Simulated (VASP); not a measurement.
A run of VASP 6.6.1:

INCAR

```
  PREC = Accurate
  ENCUT = 520
  EDIFF = 1E-7
  ISMEAR = -1
  SIGMA = 0.05
  LREAL = False
  LASPH = True
  NELM = 60
  ALGO = Normal
  ISIF = 2
  LWAVE = False
  LCHARG = True
  GGA = PS
  LELF = True
  LVHAR = True
  NBANDS = 50
```

File KPOINTS:

```
regular mesh
0
Gamma
  3 6 6
```

File POSCAR:

```
SnSe
1.0
   11.4956313432      0.0000000000      0.0000000000
    0.0000000000      4.2177491531      0.0000000000
    0.0000000000      0.0000000000      4.4895372846
Sn Se
4 4
Direct
    0.8770000000      0.7500000000      0.9090000000
    0.6230000000      0.2500000000      0.4090000000
    0.3770000000      0.7500000000      0.5910000000
    0.1230000000      0.2500000000      0.0910000000
    0.6430000000      0.7500000000      0.9840000000
    0.8570000000      0.2500000000      0.4840000000
    0.1430000000      0.7500000000      0.5160000000
    0.3570000000      0.2500000000      0.0160000000
```

Potentials or basis: VASP PAW PBE potentials, release 64 (Sn_d, Se).

Command:

```console
$ cat potpaw_PBE.64/Sn_d/POTCAR potpaw_PBE.64/Se/POTCAR > POTCAR
$ mpirun -np 1 vasp_std > vasp.out
```

Hardware: 1 thread of Intel(R) Xeon(R) 6975P-C (Granite Rapids), on a shared host.

Question: Estimate the wall time of this run.

Answer: Wall time 2.5 min on 1 thread of Intel(R) Xeon(R) 6975P-C (Granite Rapids) (shared host), peak memory 0.46 GiB. Counts: scf iterations 14, k points 32.
